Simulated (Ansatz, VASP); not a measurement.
## Pt in VASP and in Ansatz

Contents of INCAR:

```
SYSTEM = Pt
PREC = Accurate
ENCUT = 520
EDIFF = 1E-7
ISMEAR = -1
SIGMA = 0.1
LREAL = .False.
LASPH = .True.
NELM = 60
ALGO = Normal
ISIF = 2
LWAVE = .False.
LCHARG = .False.
GGA = PE
NBANDS = 22
```

Contents of KPOINTS:

```
Automatic mesh
0
Gamma
  9 9 13
  0 0 0
```

File POSCAR:

```
Pt
1.0
    4.5936521257      0.0000000000      0.0000000000
   -2.2968260628      3.9782194370      0.0000000000
    0.0000000000      0.0000000000      2.7385399789
Pt
3
Direct
    0.0000000000      0.0000000000      0.0000000000
    0.3333333333      0.6666666667      0.5000000000
    0.6666666667      0.3333333333      0.5000000000
```

Input for Ansatz:

```yaml
crystal:
  lattice:
    - [4.5936521257, 0.0, 0.0]
    - [-2.2968260628, 3.978219437, 0.0]
    - [0.0, 0.0, 2.7385399789]
  atoms:
    - { symbol: Pt, position: [0.0, 0.0, 0.0] }
    - { symbol: Pt, position: [0.3333333333, 0.6666666667, 0.5] }
    - { symbol: Pt, position: [0.6666666667, 0.3333333333, 0.5] }
hamiltonian:
  xc: pbe
  pseudopotentials:
    kind: paw
    azcp:
      Pt: "pseudopotentials/Pt.paw.azcp"
basis:
  ecutwfc: 420
  fft_grid_basis: typed
kpoints:
  mp_grid: { grid: [9, 9, 13], shift: [0, 0, 0] }
magnetization:
  spin_polarized: false
scf:
  occupations: { method: fermi_dirac, width: 0.1 }
  lower_state_search: "off"
output:
  stress: true
  write_density: true
  write_potential: true
  elf: true
  volumetric_format: npy
```

Alike in both runs: task single point; functional PBE; k mesh 9 × 9 × 13; occupations fermi-dirac, width 0.1 eV; no spin polarisation.

```csv
,VASP,Ansatz
version,VASP 6.6.1,Ansatz 0.2.0
potentials or method,"VASP PAW PBE potentials, release 64 (Pt), cutoff 520 eV","plane waves (420 eV) with PAW, scalar-relativistic"
valence electrons in the cell,30,54
```

```csv
,VASP,Ansatz,Ansatz less VASP
pressure (GPa),-8.6,-8.2,+0.43
"traceless stress, the component that is largest in VASP (GPa)",0.50,0.50,+0.002
```

VASP's potentials hold 30 valence electrons a cell and Ansatz's 54, so a difference there can come from the potentials and not from the codes.

Neither program's run includes spin-orbit coupling.
